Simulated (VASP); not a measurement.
Set up this calculation in VASP 6.6.1, as the native input.

- Task: single point
- Functional: PBEsol
- Potentials or basis: VASP PAW PBE potentials, release 64 (Sc_sv)
- Cutoff: 520 eV
- k mesh: 9 × 9 × 9
- Occupations: gaussian, width 0.05 eV
- Spin: no spin polarisation
- Dipole correction: no
- Further INCAR settings: ALGO = Normal; EDIFF = 1e-06; NBANDS = 12

The structure of Sc lies in POSCAR:

```
Sc
1.0
    1.6673659746      1.6673659746      1.6673659746
   -1.6673659746      1.6673659746      1.6673659746
   -1.6673659746     -1.6673659746      1.6673659746
Sc
1
Direct
    0.0000000000      0.0000000000      0.0000000000
```

The input as run:

INCAR

```
SYSTEM = Sc
PREC = Accurate
ENCUT = 520
EDIFF = 1E-6
ISMEAR = 0
SIGMA = 0.05
LREAL = .FALSE.
LASPH = .TRUE.
NELM = 60
ALGO = Normal
ISIF = 2
LWAVE = .FALSE.
LCHARG = .FALSE.
GGA = PS
NBANDS = 12
```

KPOINTS

```
Automatic mesh
0
G
  9 9 9
  0 0 0
```

Potentials or basis: VASP PAW PBE potentials, release 64 (Sc_sv).

Command:

```console
$ cat potpaw_PBE.64/Sc_sv/POTCAR > POTCAR
$ mpirun -np 1 vasp_std > vasp.out
```

Results of the run:

The pressure is 20.1 GPa.

Caveat: the PAW data sets were made with another functional, which shifts forces and pressure a little.

Run time: 8.5 s on 1 thread of AMD EPYC 7R13 Processor (Zen 3) (shared host), peak memory 0.11 GiB.
